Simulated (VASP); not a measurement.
# TiAl2 (Cmmm) in VASP: a series of runs

TiAl2 is run at these levels: PBEsol; tasks: relaxation of cell and atoms, single point.

Program: VASP 6.6.1. These are calculated values, not measurements. Logs are shortened: lines on timing, memory, paths and dates and some standing lists are left out, and cuts for length are marked.

## (1) The cell of the first run

Symmetry: Cmmm, No. 65, orthorhombic system. The conventional cell has a = 3.959 Å, b = 12.094 Å, c = 4.032 Å, α = 90.00°, β = 90.00°, γ = 90.00°. Ti (site symmetry m2m) has 10 Al at 2.68 to 2.92 Å and 3 Ti at 3.14 to 3.60 Å within 3.7 Å. Within 3.5 Å of Al (site symmetry mmm) lie 4 Ti at 2.68 Å and 8 Al at 2.83 to 2.93 Å. Al (site symmetry m2m) has 6 Al at 2.67 to 2.93 Å and 6 Ti at 2.84 to 2.92 Å within 3.5 Å. Al (site symmetry mmm) has 4 Ti at 2.70 Å and 8 Al at 2.83 to 2.91 Å within 3.6 Å.

## (2) Relaxation of cell and atoms, PBEsol

The input, INCAR:

```
SYSTEM = TiAl2
  PREC = Accurate
  ENCUT = 600
  EDIFF = 1E-6
  ISMEAR = 0
  SIGMA = 0.1
  LREAL = .FALSE.
  LASPH = .TRUE.
  NELM = 60
  ALGO = Fast
  ISIF = 3
  LWAVE = .FALSE.
  LCHARG = .FALSE.
  GGA = PS
  IBRION = 2
  NSW = 100
  EDIFFG = -0.05
```

The input, KPOINTS:

```
regular mesh
0
G
  6 6 6
  0 0 0
```

The input, POSCAR:

```
TiAl2
1.0
    1.9795500000     -6.0472000000      0.0000000000
    1.9795500000      6.0472000000      0.0000000000
    0.0000000000      0.0000000000      4.0315000000
Ti Al
2 4
Direct
    0.6490000000      0.3510000000      0.0000000000
    0.3510000000      0.6490000000      0.0000000000
    0.0000000000      0.0000000000      0.0000000000
    0.8240000000      0.1760000000      0.5000000000
    0.1760000000      0.8240000000      0.5000000000
    0.5000000000      0.5000000000      0.5000000000
```

Potentials or basis: VASP PAW PBE potentials, release 64 (Ti_sv, Al).

Command:

```
$ cat potpaw_PBE.64/Ti_sv/POTCAR potpaw_PBE.64/Al/POTCAR > POTCAR
$ mpirun -np 1 vasp_std > vasp.out
```

OUTCAR:

```text
SYSTEM = TiAl2
   PREC = Accurate
   ENCUT = 600
   EDIFF = 1E-6
   ISMEAR = 0
   LREAL = .FALSE.
   LASPH = .TRUE.
   NELM = 60
   ISIF = 3
   GGA = PS
   IBRION = 2
   NSW = 100
   EDIFFG = -0.05

 ion  position               nearest neighbor table
   1  0.649  0.351  0.000-   3 2.68   3 2.68   6 2.70   6 2.70   5 2.84   5 2.84   5 2.84   5 2.84
                             4 2.92   4 2.92
   2  0.351  0.649  0.000-   3 2.68   3 2.68   6 2.70   6 2.70   4 2.84   4 2.84   4 2.84   4 2.84
                             5 2.92   5 2.92
   3  0.000  0.000  0.000-   1 2.68   2 2.68   1 2.68   2 2.68   6 2.83   6 2.83   6 2.83   6 2.83
                             4 2.93   4 2.93   5 2.93   5 2.93
   4  0.824  0.176  0.500-   5 2.67   5 2.67   2 2.84   2 2.84   2 2.84   2 2.84   6 2.91   6 2.91
                             1 2.92   1 2.92   3 2.93   3 2.93
   5  0.176  0.824  0.500-   4 2.67   4 2.67   1 2.84   1 2.84   1 2.84   1 2.84   6 2.91   6 2.91
                             2 2.92   2 2.92   3 2.93   3 2.93
   6  0.500  0.500  0.500-   1 2.70   2 2.70   1 2.70   2 2.70   3 2.83   3 2.83   3 2.83   3 2.83
                             5 2.91   4 2.91   5 2.91   4 2.91

  LATTYP: Found a base centered orthorhombic cell.
 ALAT       =     3.9591000000
 B/A-ratio  =     3.0548356950
 C/A-ratio  =     1.0182869844

  Lattice vectors:

 A1 = (   1.9795500000,  -6.0472000000,   0.0000000000)
 A2 = (   1.9795500000,   6.0472000000,   0.0000000000)
 A3 = (   0.0000000000,   0.0000000000,   4.0315000000)

Analysis of symmetry for initial positions (statically):
=====================================================================
 Subroutine PRICEL returns:
 Original cell was already a primitive cell.

 Routine SETGRP: Setting up the symmetry group for a
 base centered orthorhombic supercell.

 Subroutine GETGRP returns: Found  8 space group operations
 (whereof  8 operations were pure point group operations)
 out of a pool of  8 trial point group operations.

The static configuration has the point symmetry D_2h.

Analysis of symmetry for dynamics (positions and initial velocities):
=====================================================================
 Subroutine PRICEL returns:
 Original cell was already a primitive cell.

 Routine SETGRP: Setting up the symmetry group for a
 base centered orthorhombic supercell.

 Subroutine GETGRP returns: Found  8 space group operations
 (whereof  8 operations were pure point group operations)
 out of a pool of  8 trial point group operations.

The dynamic configuration has the point symmetry D_2h.

 Subroutine INISYM returns: Found  8 space group operations
 (whereof  8 operations are pure point group operations),
 and found     1 'primitive' translations

----------------------------------------------------------------------------------------

                                     Primitive cell

  volume of cell :      96.5200

  direct lattice vectors                    reciprocal lattice vectors
     1.979550000 -6.047200000  0.000000000     0.252582658 -0.082682895  0.000000000
     1.979550000  6.047200000  0.000000000     0.252582658  0.082682895  0.000000000
     0.000000000  0.000000000  4.031500000     0.000000000  0.000000000  0.248046633

  length of vectors
     6.362958906  6.362958906  4.031500000     0.265771443  0.265771443  0.248046633

  position of ions in fractional coordinates (direct lattice)
     0.649000000  0.351000000  0.000000000
     0.351000000  0.649000000  0.000000000
     0.000000000  0.000000000  0.000000000
     0.824000000  0.176000000  0.500000000
     0.176000000  0.824000000  0.500000000
     0.500000000  0.500000000  0.500000000

  ion indices of the primitive-cell ions
   primitive index   ion index
                 1           1
                 2           2
                 3           3
                 4           4
                 5           5
                 6           6

[... 28 lines left out ...]
  0.000000  0.000000  0.000000      1.000000
  0.166667  0.000000  0.000000      4.000000
  0.333333  0.000000  0.000000      4.000000
  0.500000  0.000000  0.000000      2.000000
  0.166667  0.166667  0.000000      2.000000
  0.333333  0.166667  0.000000      4.000000
[... 16 lines left out ...]
  0.333333  0.333333  0.166667      4.000000
  0.500000  0.333333  0.166667      8.000000
 [... further k-points ...]
   k-points           NKPTS =     52   k-points in BZ     NKDIM =     52   number of bands    NBANDS=     22
   number of dos      NEDOS =    301   number of ions     NIONS =      6
   total plane-waves  NPLWV =  93312
   dimension x,y,z NGX =    54 NGY =   54 NGZ =   32
   dimension x,y,z NGXF=   108 NGYF=  108 NGZF=   64
   ions per type =               2   4
   NGX,Y,Z   is equivalent  to a cutoff of  14.11, 14.11, 13.20 a.u.
   NGXF,Y,Z  is equivalent  to a cutoff of  28.22, 28.22, 26.39 a.u.
 SYSTEM =  TiAl2
   PREC   = accura    normal or accurate (medium, high low for compatibility)
   ISTART =      0    job   : 0-new  1-cont  2-samecut
   ICHARG =      2    charge: 1-file 2-atom 10-const
   ISPIN  =      1    spin polarized calculation?
   LNONCOLLINEAR =      F non collinear calculations
   LSORBIT =      F    spin-orbit coupling
   LASPH  =      T    aspherical Exc in radial PAW
   ENCUT  =  600.0 eV  44.10 Ry    6.64 a.u.  12.71 12.71  8.05*2*pi/ulx,y,z
   NELM   =     60;   NELMIN=  2; NELMDL= -5     # of ELM steps
   EDIFF  = 0.1E-05   stopping-criterion for ELM
   LREAL  =      F    real-space projection
   EDIFFG = -.5E-01   stopping-criterion for IOM
   NSW    =    100    number of steps for IOM
   IBRION =      2    ionic relax: 0-MD 1-quasi-New 2-CG
   NFREE  =      1    steps in history (QN), initial steepest desc. (CG)
   ISIF   =      3    stress and relaxation
   ISYM   =      2    0-nonsym 1-usesym 2-fastsym
   POTIM  = 0.5000    time-step for ionic-motion
   TEBEG  =    0.0;   TEEND  =   0.0 temperature during run
   PSTRESS=    0.0 pullay stress
   NELECT =      36.0000    total number of electrons
   NUPDOWN=      -1.0000    fix difference up-down
   EMIN   =  10.00;   EMAX   =-10.00  energy-range for DOS
   EFERMI =   0.00;   METHOD = LEGACY
   ISMEAR =     0;   SIGMA  =   0.10  broadening in eV -4-tet -1-fermi 0-gaus
   EFERMI_NEDOS =   21; number of points for ismear=-14 and -15
   IALGO  =     68    algorithm
   IMIX   =      4    mixing-type and parameters
     AMIX     =   0.40;   BMIX     =  1.00
     AMIX_MAG =   1.60;   BMIX_MAG =  1.00
  volume/ion in A,a.u.               =      16.09       108.56
  Fermi-wavevector in a.u.,A,eV,Ry     =   1.178428  2.226907 18.894320  1.388693
  Thomas-Fermi vector in A             =   2.314757
   LORBIT       =      0    0 simple, 1 ext, 2 COOP (PROOUT), +10 PAW based schemes
   GGA     = PS    functional components
   LHFCALC =     F    Hartree Fock is set to
   AEXX    =    0.0000 exact exchange contribution
   IVDW    =     0    specifies the selected vdW correction
   LEPSILON=     F    determine dielectric tensor
   LRPA    =     F    only Hartree local field effects (RPA)
 conjugate gradient relaxation of ions
 non-spin polarized calculation
 RMM-DIIS sequential band-by-band and
 Gauss-broadening in eV      SIGMA  =   0.10
  energy-cutoff  :      600.00
  volume of cell :       96.52
 maximum number of plane-waves:      3248
 NGX is ok and might be reduce to    54
   NGX = 25   NGY = 25   NGZ = 17

--------------------------------------- Ionic step        1  -------------------------------------------

 number of electron      36.0000000 magnetization

 Free energy of the ion-electron system (eV)
  ---------------------------------------------------
  ext. energy  EPLUGINS =         0.00000000
  ---------------------------------------------------
  free energy    TOTEN  =       -35.52618957 eV

  energy without entropy =      -35.50854553  energy(sigma->0) =      -35.51736755

------------------------ aborting loop because EDIFF is reached ----------------------------------------

  FORCE on cell =-STRESS in cart. coord.  units (eV):
  Direction    XX          YY          ZZ          XY          YZ          ZX
  --------------------------------------------------------------------------------------
  -------------------------------------------------------------------------------------
  Total       -1.7201793     -0.6365882     -2.4442918     -0.0000000      0.0000000      0.0000000
  in kB      -28.5539927    -10.5669996    -40.5738450     -0.0000000      0.0000000      0.0000000
  external PRESSURE =     -26.5649457 kB  Pullay stress =       0.0000000 kB
[... 27 lines left out ...]
--------------------------------------- Ionic step        2  -------------------------------------------

 number of electron      35.9999996 magnetization

------------------------ aborting loop EDIFF was not reached (unconverged)  ----------------------------

  FORCE on cell =-STRESS in cart. coord.  units (eV):
  Direction    XX          YY          ZZ          XY          YZ          ZX
  --------------------------------------------------------------------------------------
  -------------------------------------------------------------------------------------
  Total        0.5777725      0.8890808      0.6010630      0.0000000      0.0000000      0.0000000
  in kB        9.9712024     15.3437624     10.3731497      0.0000000      0.0000000      0.0000000
  external PRESSURE =      11.8960381 kB  Pullay stress =       0.0000000 kB
[... 187 lines left out ...]
--------------------------------------- Ionic step        7  -------------------------------------------

 number of electron      35.9999997 magnetization

 Free energy of the ion-electron system (eV)
  ---------------------------------------------------
  ext. energy  EPLUGINS =         0.00000000
  ---------------------------------------------------
  free energy    TOTEN  =       -35.64306628 eV

  energy without entropy =      -35.62645525  energy(sigma->0) =      -35.63476077

 E-fermi :   8.6020     XC(G=0): -11.0119

 val. band max:        8.5914013146   @ k =   0.5000   0.5000   0.3333
 cond. band min:       8.6067609741   @ k =  -0.3333   0.1667   0.3333
 fundamental gap:      0.0153596595
 Fermi energy:         8.6019706668

 k-point     1 :       0.0000    0.0000    0.0000
  band No.  band energies     occupation
      1     -47.8440      2.00000
      2     -47.8139      2.00000
      3     -24.3090      2.00000
      4     -24.2755      2.00000
      5     -24.2631      2.00000
      6     -24.2427      2.00000
[... 589 lines left out ...]
     21       9.8288      0.00000
     22      10.2433      0.00000

 [... further k-points ...]

------------------------ aborting loop because EDIFF is reached ----------------------------------------

  FORCE on cell =-STRESS in cart. coord.  units (eV):
  Direction    XX          YY          ZZ          XY          YZ          ZX
  --------------------------------------------------------------------------------------
  -------------------------------------------------------------------------------------
  Total       -0.2869828     -0.2343655     -0.1886591     -0.0000000      0.0000000      0.0000000
  in kB       -4.8974341     -3.9995068     -3.2195160     -0.0000000      0.0000000      0.0000000
  external PRESSURE =      -4.0388190 kB  Pullay stress =       0.0000000 kB
[... 21 lines left out ...]
  FREE ENERGIE OF THE ION-ELECTRON SYSTEM (eV)
  ---------------------------------------------------
  free  energy   TOTEN  =       -35.6430662817 eV

  energy  without entropy=      -35.6264552490  energy(sigma->0) =      -35.63476077

 reached required accuracy - stopping structural energy minimisation
```

It took 48 min on 1 thread of Intel Xeon Platinum 8488C (Sapphire Rapids), shared host; peak memory 0.41 GiB.

What came out:

- Free energy: -35.6431 eV
- Relaxed volume: 15.65 Å³/atom
- Relaxed cell: a = 6.346 Å, b = 6.346 Å, c = 3.979 Å, α = 90.00°, β = 90.00°, γ = 144.13°
- Space group after relaxing (to 0.1 Å): Cmmm (No. 65)
- Energy gained by relaxing: 19.5 meV/atom
- Ionic steps: 7
- Pressure after relaxing: -0.4 GPa
- Largest force after relaxing: 0.038 eV/Å
- Band gap on the k mesh: zero (bands 18 and 19 overlap by 1.45 eV)

Forces in eV/Å, atoms in the order of the input:
```
Ti   0.000 -0.038  0.000
Ti   0.000  0.038  0.000
Al   0.000  0.000  0.000
Al   0.000 -0.037  0.000
Al   0.000  0.037  0.000
Al   0.000  0.000  0.000
```

Step by step:
| step | energy change (eV) | largest force (eV/Å) | pressure (GPa) | volume (Å³) |
| --- | --- | --- | --- | --- |
| 1 | 0.0000 | 0.8489 | -2.66 | 96.52 |
| 2 | -0.0787 | 0.4900 | 1.19 | 92.84 |
| 3 | -0.0866 | 0.4044 | 2.10 | 92.07 |
| 4 | -0.1123 | 0.1163 | 0.35 | 93.23 |
| 5 | -0.1123 | 0.1183 | 0.36 | 93.21 |
| 6 | -0.1167 | 0.0608 | -0.13 | 93.69 |
| 7 | -0.1169 | 0.0377 | -0.40 | 93.89 |

Final structure:
```yaml
crystal:
  lattice:
    - [1.95390, -6.03743, 0.00000]
    - [1.95390, 6.03743, 0.00000]
    - [0.00000, 0.00000, 3.97935]
  atoms:
    - { symbol: Ti, position: [0.65605, 0.34395, 0.00000] }
    - { symbol: Ti, position: [0.34395, 0.65605, 0.00000] }
    - { symbol: Al, position: [0.00000, 0.00000, 0.00000] }
    - { symbol: Al, position: [0.82677, 0.17323, 0.50000] }
    - { symbol: Al, position: [0.17323, 0.82677, 0.50000] }
    - { symbol: Al, position: [0.50000, 0.50000, 0.50000] }
```

Caveat: the PAW data sets were made with another functional, which shifts forces and pressure a little; the relaxation stopped at a loose force limit of 0.05 eV/Å, so its end isn't a converged minimum.

## (3) Single point, PBEsol (uniaxial strain along a: +2.0 %)

The input, INCAR:

```
SYSTEM = TiAl2
ALGO = Fast
EDIFF = 1E-6
ENCUT = 520
GGA = PS
ISIF = 2
ISMEAR = 0
LASPH = .TRUE.
LCHARG = .FALSE.
LREAL = .FALSE.
LWAVE = .FALSE.
NBANDS = 48
NELM = 100
PREC = Accurate
SIGMA = 0.1
```

The input, KPOINTS:

```
k-points
0
G
  10 4 10
  0 0 0
```

The input, POSCAR:

```
TiAl2
1.0
    3.9786812375      0.0000000000      0.0000000000
    0.0000000000     11.9922905765      0.0000000000
    0.0000000000      0.0000000000      3.9525628524
Ti Al
4 8
Direct
    0.5000000000      0.8437800177      0.0000000000
    0.0000000000      0.6562199823      0.0000000000
    0.0000000000      0.3437800177      0.0000000000
    0.5000000000      0.1562199823      0.0000000000
    0.0000000000      0.0000000000      0.0000000000
    0.5000000000      0.6729037618      0.5000000000
    0.0000000000      0.8270962382      0.5000000000
    0.5000000000      0.0000000000      0.5000000000
    0.5000000000      0.5000000000      0.0000000000
    0.0000000000      0.1729037618      0.5000000000
    0.5000000000      0.3270962382      0.5000000000
    0.0000000000      0.5000000000      0.5000000000
```

Potentials or basis: VASP PAW PBE potentials, release 64 (Ti_sv, Al).

Command:

```
$ cat potpaw_PBE.64/Ti_sv/POTCAR potpaw_PBE.64/Al/POTCAR > POTCAR
$ mpirun -np 1 vasp_std > vasp.out
```

Wall time 26 min (1 thread of Intel Xeon 6975P-C (Granite Rapids), shared host); peak memory 0.79 GiB.

It converged, with:

| Item | Value |
| --- | --- |
| Free energy | -71.2627 eV |
| Pressure | -1.0 GPa |
| Largest force | 0.027 eV/Å |
| Band gap on the k mesh | zero (bands 36 and 37 overlap by 1.39 eV) |

Forces in eV/Å, atoms in the order of the input:
```
Ti   0.000  0.027  0.000
Ti   0.000 -0.027  0.000
Ti   0.000  0.027  0.000
Ti   0.000 -0.027  0.000
Al   0.000  0.000  0.000
Al   0.000  0.019  0.000
Al   0.000 -0.019  0.000
Al   0.000  0.000  0.000
Al   0.000  0.000  0.000
Al   0.000  0.019  0.000
Al   0.000 -0.019  0.000
Al   0.000  0.000  0.000
```

Stress tensor (GPa, compression positive):
```
-3.37  0.00  0.00
 0.00  0.32  0.00
 0.00  0.00  0.03
```

Levels at points of the mesh, in eV from the Fermi level:
```csv
k point,band 32,band 33,band 34,band 35,band 36,band 37,band 38,band 39,band 40,band 41
"(0.00, 0.00, 0.00)",-0.71,-0.68,-0.65,-0.64,-0.54,0.20,0.34,0.59,0.72,0.98
"(0.50, 0.00, 0.00)",-1.08,-0.95,-0.95,-0.46,-0.46,1.08,1.08,1.10,1.10,1.31
"(0.00, 0.50, 0.00)",-0.76,-0.69,-0.69,-0.65,-0.65,0.26,0.26,0.92,0.92,0.92
"(0.50, 0.50, 0.00)",-1.23,-0.94,-0.94,-0.23,-0.23,0.83,0.83,1.10,1.10,1.30
"(0.00, 0.00, 0.50)",-0.92,-0.33,0.00,0.04,0.52,0.80,1.01,1.09,1.18,1.21
"(0.50, 0.00, 0.50)",-2.30,-1.27,-1.27,-0.82,-0.82,-0.47,-0.47,1.25,1.25,1.27
"(0.00, 0.50, 0.50)",-0.73,-0.46,-0.46,0.76,0.76,0.77,0.77,1.06,1.06,1.17
"(0.50, 0.50, 0.50)",-1.76,-1.48,-1.48,-1.09,-1.09,-0.51,-0.51,1.28,1.28,1.32
```

Caveat: the cell differs from its parent crystal (uniaxial strain along a: +2.0 %); the PAW data sets were made with another functional, which shifts forces and pressure a little.
